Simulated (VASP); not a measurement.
Set up this calculation in VASP 6.6.1, as the native input.

```yaml
Task: relaxation of cell and atoms
Functional: LDA
Potentials_or_basis: VASP PAW LDA potentials, release 64 (Zn, N, Sn_d)
Cutoff: 600 eV
k_mesh: 6 × 6 × 6
Occupations: fermi-dirac, width 0.02 eV
Spin: no spin polarisation
Dipole_correction: no
Further_INCAR_settings: ALGO = Normal; EDIFF = 1e-06; IBRION = 2; EDIFFG = -0.005; NSW = 80; ISIF = 3
```

The structure of ZnSnN2 lies in POSCAR:

```
ZnSnN2
1.0
    3.4136646627      0.0000000000      0.0000000000
    0.0000000000      3.4136646627      0.0000000000
    0.0000000000      0.0000000000      4.7642197789
Zn N Sn
1 2 1
Direct
    0.0000000000      0.0000000000      0.0000000000
    0.0000000000      0.5000000000      0.2443005681
    0.5000000000      0.0000000000      0.7556994319
    0.5000000000      0.5000000000      0.5000000000
```

The input as run:

INCAR

```
  PREC = Accurate
  ENCUT = 600
  EDIFF = 1E-6
  ISMEAR = -1
  SIGMA = 0.02
  LREAL = F
  LASPH = T
  NELM = 80
  ALGO = Normal
  ISIF = 3
  LWAVE = F
  LCHARG = F
  GGA = CA
  IBRION = 2
  NSW = 80
  EDIFFG = -0.005
```

KPOINTS

```
Automatic mesh
0
Gamma
  6 6 6
```

Potentials or basis: VASP PAW LDA potentials, release 64 (Zn, N, Sn_d).

Launch:

```console
$ cat potpaw_LDA.64/Zn/POTCAR potpaw_LDA.64/N/POTCAR potpaw_LDA.64/Sn_d/POTCAR > POTCAR
$ mpirun -np 1 vasp_std > vasp.out
```

It gave:

```json
{
 "Relaxed volume": "13.02 Å³/atom",
 "Relaxed cell": "a = 3.354 Å, b = 3.354 Å, c = 4.630 Å, α = 90.00°, β = 90.00°, γ = 90.00°",
 "Space group after relaxing (to 0.05 Å)": "P-4m2 (No. 115)",
 "Energy gained by relaxing": "25.0 meV/atom",
 "Ionic steps": "17",
 "Pressure after relaxing": "0.0 GPa",
 "Largest force after relaxing": "0.004 eV/Å",
 "Band gap on the k mesh": "0.07 eV, direct"
}
```

Caveat: spin-orbit coupling is left out, which moves the levels of the heavy elements.

Wall time 7.7 min on 1 thread of Oxide Virtual Turin-like Processor, on a shared host, peak memory 0.17 GiB.
